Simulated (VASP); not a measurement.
# Ge in VASP: a series of runs

Runs on Ge. Level: PBE. Tasks: single point.

Everything below comes from runs of VASP 6.6.1. Logs are shortened: lines on timing, memory, paths and dates and some standing lists are left out, and cuts for length are marked.

**1. The cell of the first run**

The structure is tetragonal, space group I4_1/amd (No. 141). The conventional cell has a = 4.032 Å, b = 4.032 Å, c = 5.990 Å, α = 90.00°, β = 90.00°, γ = 90.00°. Within 3.3 Å of Ge (site symmetry -4m2) lie 4 Ge at 2.51 Å.

**2. Single point, PBE (uniaxial strain along c: +4.0 %)**

INCAR

```
PREC = Accurate
ENCUT = 520
EDIFF = 1E-6
ISMEAR = 0
SIGMA = 0.1
LREAL = False
LASPH = True
NELM = 100
ALGO = Normal
ISIF = 2
LWAVE = False
LCHARG = False
GGA = PE
NBANDS = 36
```

KPOINTS

```
regular mesh
0
Gamma
  14 14 10
```

POSCAR

```
Ge
1.0
    2.8510176994      2.8510176994      0.0000000000
   -2.8510176994      2.8510176994      0.0000000000
    0.0000000000      0.0000000000      5.9900169845
Ge
4
Direct
    0.5000000000      0.5000000000      0.5000000000
    0.5000000000      0.0000000000      0.2500000000
    0.0000000000      0.0000000000      0.0000000000
    0.0000000000      0.5000000000      0.7500000000
```

Potentials or basis: VASP PAW PBE potentials, release 64 (Ge_d).

On the command line:

```console
$ cat potpaw_PBE.64/Ge_d/POTCAR > POTCAR
$ mpirun -np 1 vasp_std > vasp.out
```

OUTCAR:

```text
PREC = Accurate
   ENCUT = 520
   EDIFF = 1E-6
   ISMEAR = 0
   LREAL = False
   LASPH = True
   NELM = 100
   ISIF = 2
   GGA = PE

 ion  position               nearest neighbor table
   1  0.500  0.500  0.500-   2 2.51   4 2.51   2 2.51   4 2.51
   2  0.500  0.000  0.250-   1 2.51   3 2.51   1 2.51   3 2.51
   3  0.000  0.000  0.000-   2 2.51   4 2.51   4 2.51   2 2.51
   4  0.000  0.500  0.750-   1 2.51   3 2.51   3 2.51   1 2.51

  LATTYP: Found a simple tetragonal cell.
 ALAT       =     4.0319478971
 C/A-ratio  =     1.4856384897

  Lattice vectors:

 A1 = (   2.8510176994,   2.8510176994,   0.0000000000)
 A2 = (  -2.8510176994,   2.8510176994,   0.0000000000)
 A3 = (   0.0000000000,   0.0000000000,   5.9900169845)

Analysis of symmetry for initial positions (statically):
=====================================================================
 Subroutine PRICEL returns following result:

  LATTYP: Found a body centered tetragonal cell.
 ALAT       =     4.0319478971
 C/A-ratio  =     1.4856384897

  Lattice vectors:

 A1 = (   2.8510176994,   0.0000000000,  -2.9950084923)
 A2 = (  -2.8510176994,   0.0000000000,  -2.9950084923)
 A3 = (   0.0000000000,   2.8510176994,   2.9950084923)

   2 primitive cells build up your supercell.

 Routine SETGRP: Setting up the symmetry group for a
 simple tetragonal supercell.

 Subroutine GETGRP returns: Found 16 space group operations
 (whereof  8 operations were pure point group operations)
 out of a pool of 16 trial point group operations.

The static configuration has the point symmetry D_2d.
 The point group associated with its full space group is D_4h.

Analysis of symmetry for dynamics (positions and initial velocities):
=====================================================================
 Subroutine PRICEL returns following result:

  LATTYP: Found a body centered tetragonal cell.
 ALAT       =     4.0319478971
 C/A-ratio  =     1.4856384897

  Lattice vectors:

 A1 = (   2.8510176994,   0.0000000000,  -2.9950084923)
 A2 = (  -2.8510176994,   0.0000000000,  -2.9950084923)
 A3 = (   0.0000000000,   2.8510176994,   2.9950084923)

   2 primitive cells build up your supercell.

[... 102 lines left out ...]
   ISPIN  =      1    spin polarized calculation?
   LNONCOLLINEAR =      F non collinear calculations
   LSORBIT =      F    spin-orbit coupling
   LASPH  =      T    aspherical Exc in radial PAW
   ENCUT  =  520.0 eV  38.22 Ry    6.18 a.u.   7.50  7.50 11.14*2*pi/ulx,y,z
   NELM   =    100;   NELMIN=  2; NELMDL= -5     # of ELM steps
   EDIFF  = 0.1E-05   stopping-criterion for ELM
   LREAL  =      F    real-space projection
   EDIFFG = 0.1E-04   stopping-criterion for IOM
   NSW    =      0    number of steps for IOM
   IBRION =     -1    ionic relax: 0-MD 1-quasi-New 2-CG
   NFREE  =      0    steps in history (QN), initial steepest desc. (CG)
   ISIF   =      2    stress and relaxation
   ISYM   =      2    0-nonsym 1-usesym 2-fastsym
   POTIM  = 0.5000    time-step for ionic-motion
   TEBEG  =    0.0;   TEEND  =   0.0 temperature during run
   PSTRESS=    0.0 pullay stress
   NELECT =      56.0000    total number of electrons
   NUPDOWN=      -1.0000    fix difference up-down
   EMIN   =  10.00;   EMAX   =-10.00  energy-range for DOS
   EFERMI =   0.00;   METHOD = LEGACY
   ISMEAR =     0;   SIGMA  =   0.10  broadening in eV -4-tet -1-fermi 0-gaus
   EFERMI_NEDOS =   21; number of points for ismear=-14 and -15
   IALGO  =     38    algorithm
   IMIX   =      4    mixing-type and parameters
     AMIX     =   0.40;   BMIX     =  1.00
     AMIX_MAG =   1.60;   BMIX_MAG =  1.00
  volume/ion in A,a.u.               =      24.34       164.28
  Fermi-wavevector in a.u.,A,eV,Ry     =   1.361397  2.572668 25.217073  1.853403
  Thomas-Fermi vector in A             =   2.487977
   LORBIT       =      0    0 simple, 1 ext, 2 COOP (PROOUT), +10 PAW based schemes
   GGA     = PE    functional components
   LHFCALC =     F    Hartree Fock is set to
   AEXX    =    0.0000 exact exchange contribution
   IVDW    =     0    specifies the selected vdW correction
   LEPSILON=     F    determine dielectric tensor
   LRPA    =     F    only Hartree local field effects (RPA)
 non-spin polarized calculation
 Gauss-broadening in eV      SIGMA  =   0.10
  energy-cutoff  :      520.00
  volume of cell :       97.38
 maximum number of plane-waves:      2655
 NGX is ok and might be reduce to    30
   NGX = 15   NGY = 15   NGZ = 23

 number of electron      55.9999881 magnetization

 Free energy of the ion-electron system (eV)
  ---------------------------------------------------
  ext. energy  EPLUGINS =         0.00000000
  ---------------------------------------------------
  free energy    TOTEN  =       -18.03456720 eV

  energy without entropy =      -18.03374250  energy(sigma->0) =      -18.03415485

 E-fermi :   4.3393     XC(G=0):  -9.5886

 val. band max:        4.3355748372   @ k =   0.4286   0.0000   0.4000
 cond. band min:       4.3465583612   @ k =   0.1429   0.0000   0.0000
 fundamental gap:      0.0109835240
 Fermi energy:         4.3393074506

 k-point     1 :       0.0000    0.0000    0.0000
  band No.  band energies     occupation
      1     -20.4507      2.00000
      2     -20.4507      2.00000
      3     -20.4182      2.00000
      4     -20.4182      2.00000
      5     -20.4099      2.00000
      6     -20.3852      2.00000
[... 925 lines left out ...]
     35      10.0144      0.00000
     36      11.0469      0.00000

 [... further k-points ...]

------------------------ aborting loop because EDIFF is reached ----------------------------------------

  FORCE on cell =-STRESS in cart. coord.  units (eV):
  Direction    XX          YY          ZZ          XY          YZ          ZX
  --------------------------------------------------------------------------------------
  -------------------------------------------------------------------------------------
  Total        0.0625757      0.0625757     -2.0673496      0.0000000      0.0000000      0.0000000
  in kB        1.0295767      1.0295767    -34.0146983      0.0000000      0.0000000      0.0000000
  external PRESSURE =     -10.6518483 kB  Pullay stress =       0.0000000 kB

 VOLUME and BASIS-vectors are now :
 -----------------------------------------------------------------------------
  energy-cutoff  :      520.00
  volume of cell :       97.38
      direct lattice vectors                 reciprocal lattice vectors
     2.851017699  2.851017699  0.000000000     0.175375972  0.175375972  0.000000000
    -2.851017699  2.851017699  0.000000000    -0.175375972  0.175375972  0.000000000
     0.000000000  0.000000000  5.990016985     0.000000000  0.000000000  0.166944435

 POSITION                                       TOTAL-FORCE (eV/Angst)
 -----------------------------------------------------------------------------------
      0.00000      2.85102      2.99501         0.000000      0.000000      0.000000
      1.42551      1.42551      1.49750        -0.000000     -0.000000     -0.000000
      0.00000      0.00000      0.00000        -0.000000     -0.000000      0.000000
     -1.42551      1.42551      4.49251        -0.000000      0.000000      0.000000
 -----------------------------------------------------------------------------------
    total drift:                               -0.000000      0.000000      0.000000

  FREE ENERGIE OF THE ION-ELECTRON SYSTEM (eV)
  ---------------------------------------------------
  free  energy   TOTEN  =       -18.0345672014 eV

  energy  without entropy=      -18.0337425048  energy(sigma->0) =      -18.03415485
```

OSZICAR:

```text
N       E                     dE             d eps       ncg     rms          rms(c)
DAV:   1     0.504044530940E+03    0.50404E+03   -0.28188E+04 17592   0.418E+03
DAV:   2     0.697586889271E+02   -0.43429E+03   -0.42355E+03 15560   0.825E+02
DAV:   3    -0.134142952986E+02   -0.83173E+02   -0.82019E+02 17008   0.207E+02
DAV:   4    -0.180684117061E+02   -0.46541E+01   -0.46372E+01 18136   0.568E+01
DAV:   5    -0.181643764386E+02   -0.95965E-01   -0.95936E-01 17220   0.917E+00    0.409E+00
DAV:   6    -0.180782208598E+02    0.86156E-01   -0.59574E-02 17448   0.207E+00    0.242E+00
DAV:   7    -0.180306269836E+02    0.47594E-01   -0.84897E-02 16528   0.217E+00    0.184E-01
DAV:   8    -0.180337960411E+02   -0.31691E-02   -0.11942E-02 17200   0.111E+00    0.793E-02
DAV:   9    -0.180345093401E+02   -0.71330E-03   -0.72233E-04 16976   0.135E-01    0.213E-02
DAV:  10    -0.180345609341E+02   -0.51594E-04   -0.96465E-05 18512   0.882E-02    0.668E-03
DAV:  11    -0.180345664620E+02   -0.55279E-05   -0.16057E-05 13648   0.234E-02    0.314E-03
DAV:  12    -0.180345672014E+02   -0.73946E-06   -0.18248E-06 11768   0.137E-02
   1 F= -.18034567E+02 E0= -.18034155E+02  d E =-.824697E-03
```

stdout:

```text
POSCAR found type information on POSCAR Ge
 POSCAR found :  1 types and       4 ions
 scaLAPACK will be used
 LDA part: xc-table for (Slater+PW92), standard interpolation
 POSCAR, INCAR and KPOINTS ok, starting setup
 FFT: planning ... GRIDC
 FFT: planning ... GRID_SOFT
 FFT: planning ... GRID
 WAVECAR not read
 entering main loop
```

Run time: 4.3 min. Hardware: 1 thread of AMD EPYC 9R45 (Zen 5), shared host; peak memory 0.55 GiB.

Results:

* Free energy: -18.0346 eV
* Pressure: -1.1 GPa
* Band gap on the k mesh: zero (bands 28 and 29 overlap by 0.19 eV)

Caveat: the cell differs from its parent crystal (uniaxial strain along c: +4.0 %); semilocal functionals underestimate gaps, so a narrow gap can read as zero.

**3. Single point, PBE (uniaxial strain along c: +4.0 %, then relaxed in part)**

INCAR

```
ALGO = Normal ; EDIFF = 1E-6
ENCUT = 520 ; GGA = PE
ISIF = 2 ; ISMEAR = 0
LASPH = True ; LCHARG = False
LREAL = False ; LWAVE = False
NBANDS = 36 ; NELM = 80
PREC = Accurate ; SIGMA = 0.1
```

KPOINTS

```
k-points
0
Gamma
  14 14 10
```

Changes to POSCAR since step 2:

```diff
@@ -2,4 +2,4 @@
 1.0
-    2.8510176994      2.8510176994      0.0000000000
-   -2.8510176994      2.8510176994      0.0000000000
+    2.8541195151      2.8541195151      0.0000000000
+   -2.8541195151      2.8541195151      0.0000000000
     0.0000000000      0.0000000000      5.9900169845
```

Potentials or basis: VASP PAW PBE potentials, release 64 (Ge_d).

On the command line:

```console
$ cat potpaw_PBE.64/Ge_d/POTCAR > POTCAR
$ mpirun -np 1 vasp_std > vasp.out
```

Run time: 4.3 min. Hardware: 1 thread of AMD EPYC 9R45 (Zen 5), shared host; peak memory 0.56 GiB.

Results (log left out):

```yaml
Free_energy: -18.0347 eV
Pressure: -1.2 GPa
Band_gap_on_the_k_mesh: zero (bands 28 and 29 overlap by 0.19 eV)
```

Stress tensor (GPa, compression positive):
```
-0.04  0.00  0.00
 0.00 -0.04  0.00
 0.00  0.00 -3.46
```

Levels at points of the mesh, in eV from the Fermi level:
```
           k point  band 24  band 25  band 26  band 27  band 28  band 29  band 30  band 31  band 32  band 33
(0.00, 0.00, 0.00)    -2.63    -2.63    -0.68    -0.27     0.10     0.10     1.06     1.06     2.43     2.43
(0.50, 0.00, 0.00)    -6.49    -3.71    -3.71    -1.18    -1.18     1.99     1.99     4.57     4.57     4.58
(0.50, 0.50, 0.00)    -8.57    -2.94    -2.94    -2.94    -2.94     0.70     0.70     0.70     0.70     8.78
(0.00, 0.00, 0.50)    -4.94    -1.71    -1.71    -1.71    -1.71     1.33     1.33     2.49     2.49     5.48
(0.50, 0.00, 0.50)    -7.30    -1.52    -1.52    -1.11    -1.11    -0.09    -0.09     3.59     3.59     3.81
(0.50, 0.50, 0.50)    -8.51    -3.58    -3.58    -3.58    -3.58     3.62     3.62     3.62     3.62     4.33
```

Caveat: the cell differs from its parent crystal (uniaxial strain along c: +4.0 %, then relaxed in part); semilocal functionals underestimate gaps, so a narrow gap can read as zero.

**4. Single point, PBE**

This run uses another cell than the first one, of 23.88 Å³/atom.

INCAR

```
ALGO     = Normal         # electronic algorithm
EDIFF    = 1E-6           # SCF threshold, eV
ENCUT    = 520            # plane-wave cutoff, eV
GGA      = PE             # functional
ISIF     = 2              # what is computed and relaxed
ISMEAR   = 0              # smearing method
LASPH    = True           # aspherical terms in the spheres
LCHARG   = False          # write CHGCAR
LREAL    = False          # projectors in reciprocal space
LWAVE    = False          # write WAVECAR
NBANDS   = 36             # bands
NELM     = 80             # most SCF steps
PREC     = Accurate       # precision mode
SIGMA    = 0.1            # smearing width, eV
```

KPOINTS is that of step 3.

POSCAR

```
Ge
1.0
    2.8798158576      2.8798158576      0.0000000000
   -2.8798158576      2.8798158576      0.0000000000
    0.0000000000      0.0000000000      5.7596317151
Ge
4
Direct
    0.5000000000      0.5000000000      0.5000000000
    0.5000000000      0.0000000000      0.2500000000
    0.0000000000      0.0000000000      0.0000000000
    0.0000000000      0.5000000000      0.7500000000
```

On the command line:

```console
$ cat potpaw_PBE.64/Ge_d/POTCAR > POTCAR
$ mpirun -np 1 vasp_std > vasp.out
```

Run time: 6.9 min. Hardware: 1 thread of Intel Xeon Platinum 8259CL at 2.50GHz (Skylake/Cascade Lake), shared host; peak memory 0.58 GiB.

It converged, with:

```yaml
Free_energy: -18.0744 eV
Pressure: 0.0 GPa
Band_gap_on_the_k_mesh: zero (filled and empty bands touch)
```

Levels at points of the mesh, in eV from the Fermi level:
| k point | band 24 | band 25 | band 26 | band 27 | band 28 | band 29 | band 30 | band 31 | band 32 | band 33 |
| --- | --- | --- | --- | --- | --- | --- | --- | --- | --- | --- |
| (0.00, 0.00, 0.00) | -2.90 | -2.90 | -0.45 | -0.01 | -0.01 | -0.01 | 0.81 | 0.81 | 2.52 | 2.52 |
| (0.50, 0.00, 0.00) | -6.44 | -3.63 | -3.63 | -1.42 | -1.42 | 1.84 | 1.84 | 4.66 | 4.66 | 4.93 |
| (0.50, 0.50, 0.00) | -8.70 | -2.90 | -2.90 | -2.90 | -2.90 | 0.81 | 0.81 | 0.81 | 0.81 | 9.07 |
| (0.00, 0.00, 0.50) | -4.75 | -1.92 | -1.92 | -1.92 | -1.92 | 1.05 | 1.05 | 2.59 | 2.59 | 5.62 |
| (0.50, 0.00, 0.50) | -7.37 | -1.33 | -1.33 | -1.33 | -1.33 | 0.02 | 0.02 | 3.71 | 3.71 | 3.71 |
| (0.50, 0.50, 0.50) | -8.62 | -3.66 | -3.66 | -3.66 | -3.66 | 4.10 | 4.10 | 4.10 | 4.10 | 4.68 |

Caveat: semilocal functionals underestimate gaps, so a narrow gap can read as zero.

**5. The runs side by side**

| cell | gap on the mesh (eV) | pressure (GPa) |
| --- | --- | --- |
| a = 4.032, b = 4.032, c = 5.990 Å, 4 atoms | none | -1.1 |
| a = 4.036, b = 4.036, c = 5.990 Å, 4 atoms | none | -1.2 |
| a = 4.073, b = 4.073, c = 5.760 Å, 4 atoms | none | 0.0 |

Alike in all rows: task single point; level PBE; potentials or basis VASP PAW PBE potentials, release 64 (Ge_d); no spin polarisation; k mesh 14 × 14 × 10; cutoff (eV) 520; smearing gaussian 0.1 eV.

Caveats: semilocal functionals underestimate gaps, so a narrow gap can read as zero.

Absolute energies hang on the potentials; compare differences alone.
